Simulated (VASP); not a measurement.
# HfN (Fm-3m) in VASP: notebook, part 2 of 2

VASP 6.6.1. Earlier steps stand in the parts before.

## 5. Single point, PBE

This run uses another cell than the first one, of 11.43 Å³/atom.

The input, INCAR:

```
ALGO = Normal
EDIFF = 1E-6
ENCUT = 520
GGA = PE
ISIF = 2
ISMEAR = 0
LASPH = T
LCHARG = F
LREAL = F
LWAVE = F
NBANDS = 14
NELM = 80
PREC = Accurate
SIGMA = 0.1
```

The input, KPOINTS:

```
k-points
0
Gamma
  16 16 16
```

The input, POSCAR:

```
HfN
1.0
    0.0000000000      2.2525140285      2.2525140285
    2.2525140285      0.0000000000      2.2525140285
    2.2525140285      2.2525140285      0.0000000000
Hf N
1 1
Direct
    0.0000000000      0.0000000000      0.0000000000
    0.5000000000      0.5000000000      0.5000000000
```

Potentials or basis: VASP PAW PBE potentials, release 64 (Hf_pv, N).

The run is started by

```
$ cat potpaw_PBE.64/Hf_pv/POTCAR potpaw_PBE.64/N/POTCAR > POTCAR
$ mpirun -np 1 vasp_std > vasp.out
```

OUTCAR:

```text
EDIFF = 1E-6
   ENCUT = 520
   GGA = PE
   ISIF = 2
   ISMEAR = 0
   LASPH = T
   LREAL = F
   NELM = 80
   PREC = Accurate

 ion  position               nearest neighbor table
   1  0.000  0.000  0.000-   2 2.25   2 2.25   2 2.25   2 2.25   2 2.25   2 2.25
   2  0.500  0.500  0.500-   1 2.25   1 2.25   1 2.25   1 2.25   1 2.25   1 2.25

  LATTYP: Found a face centered cubic cell.
 ALAT       =     4.5050280570

  Lattice vectors:

 A1 = (   0.0000000000,   2.2525140285,   2.2525140285)
 A2 = (   2.2525140285,   0.0000000000,   2.2525140285)
 A3 = (   2.2525140285,   2.2525140285,   0.0000000000)

Analysis of symmetry for initial positions (statically):
=====================================================================
 Subroutine PRICEL returns:
 Original cell was already a primitive cell.

 Routine SETGRP: Setting up the symmetry group for a
 face centered cubic supercell.

 Subroutine GETGRP returns: Found 48 space group operations
 (whereof 48 operations were pure point group operations)
 out of a pool of 48 trial point group operations.

The static configuration has the point symmetry O_h .

Analysis of symmetry for dynamics (positions and initial velocities):
[... 175 lines left out ...]
      8       8.1111      2.00000
      9       8.1111      2.00000
     10       8.1111      2.00000
     11      10.3417      0.00000
     12      10.4523      0.00000
     13      10.4523      0.00000
     14      18.0478      0.00000
[... 377 lines left out ...]
      1     -22.7561      2.00000
      2     -22.6815      2.00000
      3     -22.6586      2.00000
      4      -8.8593      2.00000
      5       4.4020      2.00000
      6       4.7536      2.00000
      7       5.0714      2.00000
      8       8.2758      1.99223
      9       8.2869      1.98775
     10       8.7320      0.00015
     11      10.5659      0.00000
     12      11.3679      0.00000
     13      11.4990      0.00000
     14      18.8524      0.00000

 [... further k-points ...]

------------------------ aborting loop because EDIFF is reached ----------------------------------------

  FORCE on cell =-STRESS in cart. coord.  units (eV):
  Direction    XX          YY          ZZ          XY          YZ          ZX
  --------------------------------------------------------------------------------------
  -------------------------------------------------------------------------------------
  Total        0.7843668      0.7843668      0.7843668      0.0000000      0.0000000     -0.0000000
  in kB       54.9790536     54.9790536     54.9790536      0.0000000      0.0000000     -0.0000000
  external PRESSURE =      54.9790536 kB  Pullay stress =       0.0000000 kB

 VOLUME and BASIS-vectors are now :
 -----------------------------------------------------------------------------
  energy-cutoff  :      520.00
  volume of cell :       22.86
      direct lattice vectors                 reciprocal lattice vectors
     0.000000000  2.252514028  2.252514028    -0.221974200  0.221974200  0.221974200
     2.252514028  0.000000000  2.252514028     0.221974200 -0.221974200  0.221974200
     2.252514028  2.252514028  0.000000000     0.221974200  0.221974200 -0.221974200

 POSITION                                       TOTAL-FORCE (eV/Angst)
 -----------------------------------------------------------------------------------
      0.00000      0.00000      0.00000         0.000000      0.000000     -0.000000
      2.25251      2.25251      2.25251         0.000000      0.000000      0.000000
 -----------------------------------------------------------------------------------
    total drift:                                0.000000     -0.000000     -0.000000

  FREE ENERGIE OF THE ION-ELECTRON SYSTEM (eV)
  ---------------------------------------------------
  free  energy   TOTEN  =       -21.7522086046 eV

  energy  without entropy=      -21.7492886200  energy(sigma->0) =      -21.75074861
```

OSZICAR:

```text
N       E                     dE             d eps       ncg     rms          rms(c)
DAV:   1     0.382011702720E+02    0.38201E+02   -0.77960E+03  4068   0.101E+03
DAV:   2    -0.227776935517E+02   -0.60979E+02   -0.57373E+02  5416   0.236E+02
DAV:   3    -0.247459248593E+02   -0.19682E+01   -0.19601E+01  4666   0.350E+01
DAV:   4    -0.247530453180E+02   -0.71205E-02   -0.71191E-02  4888   0.246E+00
DAV:   5    -0.247530889849E+02   -0.43667E-04   -0.43667E-04  4674   0.166E-01    0.499E+01
DAV:   6    -0.218516917383E+02    0.29014E+01   -0.81748E+00  4504   0.222E+01    0.423E+01
DAV:   7    -0.217787230068E+02    0.72969E-01   -0.45280E-01  5110   0.600E+00    0.268E+01
DAV:   8    -0.217576800389E+02    0.21043E-01   -0.10128E-01  4714   0.276E+00    0.595E+00
DAV:   9    -0.217523366302E+02    0.53434E-02   -0.15144E-02  4594   0.988E-01    0.197E+00
DAV:  10    -0.217522413136E+02    0.95317E-04   -0.10842E-03  5330   0.318E-01    0.432E-01
DAV:  11    -0.217522108110E+02    0.30503E-04   -0.72614E-05  4894   0.851E-02    0.109E-01
DAV:  12    -0.217522088715E+02    0.19396E-05   -0.75958E-06  5342   0.235E-02    0.201E-02
DAV:  13    -0.217522086046E+02    0.26689E-06   -0.21169E-07  2834   0.477E-03
   1 F= -.21752209E+02 E0= -.21750749E+02  d E =-.291998E-02
```

Wall time 55 s (1 thread of Intel Xeon 8259CL, shared host); peak memory 0.17 GiB.

Results:

* Free energy: -21.7522 eV
* Pressure: 5.5 GPa
* Band gap on the k mesh: zero (an odd number of electrons rules out a gap without spin polarisation)

Caveat: the cell stands under pressure; spin-orbit coupling is left out, which moves the levels of the heavy elements.

## 6. Single point, PBE

This run uses another cell than the first one, of 11.63 Å³/atom.

The input, INCAR:

```
  PREC = Accurate
  ENCUT = 520
  EDIFF = 1E-6
  ISMEAR = 0
  SIGMA = 0.1
  LREAL = F
  LASPH = T
  NELM = 60
  ALGO = Normal
  ISIF = 2
  LWAVE = F
  LCHARG = F
  GGA = PE
  NBANDS = 14
```

The input, KPOINTS:

```
regular mesh
0
Gamma
  16 16 16
```

The input, POSCAR:

```
HfN
1.0
    0.0000000000      2.2654654457      2.2654654457
    2.2654654457      0.0000000000      2.2654654457
    2.2654654457      2.2654654457      0.0000000000
Hf N
1 1
Direct
    0.0000000000      0.0000000000      0.0000000000
    0.5000000000      0.5000000000      0.5000000000
```

Potentials or basis: VASP PAW PBE potentials, release 64 (Hf_pv, N).

The run is started by

```
$ cat potpaw_PBE.64/Hf_pv/POTCAR potpaw_PBE.64/N/POTCAR > POTCAR
$ mpirun -np 1 vasp_std > vasp.out
```

It took 56 s on 1 thread of Intel Xeon 8259CL, shared host; peak memory 0.18 GiB.

It converged, with:

| Quantity | Value |
| --- | --- |
| Free energy | -21.7600 eV |
| Pressure | 0.6 GPa |
| Band gap on the k mesh | zero (an odd number of electrons rules out a gap without spin polarisation) |

Levels at points of the mesh, in eV from the Fermi level:
```tsv
k point	band 5	band 6	band 7	band 8	band 9	band 10	band 11	band 12
(0.00, 0.00, 0.00)	-3.02	-3.02	-3.02	-0.34	-0.34	-0.34	1.71	1.95
(0.50, 0.00, 0.00)	-8.84	-6.14	-6.14	3.24	3.66	3.66	4.38	8.73
(0.50, 0.50, 0.00)	-5.42	-3.77	-3.69	-3.69	4.05	5.46	5.46	5.49
```

Caveat: spin-orbit coupling is left out, which moves the levels of the heavy elements.

## 7. Summary

```tsv
cell	gap on the mesh (eV)	pressure (GPa)
a = 3.047 Å, angles 60.0°, 2 atoms	none	57.5
a = 3.117 Å, angles 60.0°, 2 atoms	none	27.5
a = 3.161 Å, angles 60.0°, 2 atoms	none	12.5
a = 3.186 Å, angles 60.0°, 2 atoms	none	5.5
a = 3.204 Å, angles 60.0°, 2 atoms	none	0.6
```

Alike in all rows: task single point; level PBE; potentials or basis VASP PAW PBE potentials, release 64 (Hf_pv, N); no spin polarisation; k mesh 16 × 16 × 16; cutoff (eV) 520; smearing gaussian 0.1 eV.

Caveats: spin-orbit coupling is left out, which moves the levels of the heavy elements; the cell stands under pressure (at least some runs).

Absolute energies hang on the potentials; compare differences alone.
